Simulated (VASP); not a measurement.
A run of VASP 6.6.1:

Contents of INCAR:

```
SYSTEM = HfO2
PREC = Accurate
ENCUT = 520
EDIFF = 1E-7
ISMEAR = 0
SIGMA = 0.05
LREAL = .False.
LASPH = .True.
NELM = 60
ALGO = Normal
ISIF = 2
LWAVE = .False.
LCHARG = .True.
GGA = CA
LELF = .True.
LVHAR = .True.
NBANDS = 18
```

File KPOINTS:

```
Automatic mesh
0
Gamma
  8 8 8
  0 0 0
```

POSCAR

```
HfO2
1.0
    0.0000000000      2.2265869209      3.3398803813
    2.2265869209      0.0000000000      3.3398803813
    2.2265869209      2.2265869209      0.0000000000
Hf O
1 2
Direct
    0.0000000000      0.0000000000      0.0000000000
    0.2500000000      0.2500000000      0.2500000000
    0.7500000000      0.7500000000      0.7500000000
```

Potentials or basis: VASP PAW LDA potentials, release 64 (Hf_pv, O).

The run is started by

```console
$ cat potpaw_LDA.64/Hf_pv/POTCAR potpaw_LDA.64/O/POTCAR > POTCAR
$ mpirun -np 1 vasp_std > vasp.out
```

Hardware: 1 thread of Intel(R) Xeon(R) Platinum 8259CL CPU @ 2.50GHz (Skylake/Cascade Lake), on a shared host.

Question: How long does it take, and how much memory?

Answer: Run time: 39 s on 1 thread of Intel(R) Xeon(R) Platinum 8259CL CPU @ 2.50GHz (Skylake/Cascade Lake), on a shared host, peak memory 0.16 GiB. Counts: scf iterations 16, k points 59.
